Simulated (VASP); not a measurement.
Crystal: SiC (Moissanite 6H).

```xyz
12
Lattice="3.1155 0.0000 0.0000 -1.5577 2.6981 0.0000 0.0000 0.0000 15.2705" Properties=species:S:1:pos:R:3 pbc="T T T"
Si    1.5577    0.8994    6.9985
Si    0.0000    1.7987   14.6337
Si    1.5577    0.8994   12.0896
Si    0.0000    1.7987    4.4544
Si    0.0000    0.0000    9.5440
Si    0.0000    0.0000    1.9088
C     1.5577    0.8994    5.0896
C     0.0000    1.7987   12.7249
C     1.5577    0.8994   10.1808
C     0.0000    1.7987    2.5456
C     0.0000    0.0000    7.6352
C     0.0000    0.0000    0.0000
```

Base run:

- Program: VASP 6.6.1
- Functional: BLYP
- Dispersion: D4
- Potentials or basis: VASP PAW PBE potentials, release 64 (Si, C)
- Cutoff: 520 eV
- k mesh: 10 × 10 × 2
- Occupations: fermi-dirac, width 0.05 eV
- Spin: no spin polarisation

Its results: band gap on the k mesh 2.33 eV, indirect (least direct gap 3.42 eV); pressure -6.9 GPa; largest force 0.142 eV/Å.

**Question.** The run is repeated on the same cell with these changes: functional from BLYP to RPBE; dispersion from D4 to D3(BJ). What comes out?

**Answer.** Band gap on the k mesh 2.04 eV, indirect (least direct gap 3.12 eV); pressure -21.9 GPa; largest force 0.137 eV/Å.

Several settings changed at once, so the effect can't be laid on one alone.

Caveats: the PAW data sets were made with another functional, which shifts forces and pressure a little.

A k mesh can miss the band edges.
